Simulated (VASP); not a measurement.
A run of VASP 6.6.1:

Contents of INCAR:

```
PREC = Accurate
ENCUT = 500
EDIFF = 1E-6
ISMEAR = 0
SIGMA = 0.05
LREAL = F
LASPH = T
NELM = 200
ALGO = Normal
ISIF = 2
LWAVE = F
LCHARG = F
GGA = PE
NBANDS = 12
GGA_COMPAT = F
LMAXMIX = 6
```

KPOINTS

```
Automatic mesh
0
Gamma
  7 7 7
```

File POSCAR:

```
La
1.0
    3.1915769027     -0.0000000177     -0.0000000306
   -1.0638589509      3.0090475667     -0.0000000306
   -1.0638589509     -1.5045237392      2.6059116594
La
1
Direct
    0.0000000000      0.0000000000      0.0000000000
```

Potentials or basis: VASP PAW PBE potentials, release 64 (La).

Launch:

```sh
$ cat potpaw_PBE.64/La/POTCAR > POTCAR
$ mpirun -np 1 vasp_std > vasp.out
```

Hardware: 1 thread of Intel Xeon 8259CL, on a shared host.

Task: Estimate the wall time of this run.

Result: Wall time 14 s on 1 thread of Intel Xeon 8259CL, with other jobs on the host, peak memory 0.14 GiB. Counts: scf iterations 13, k points 20.
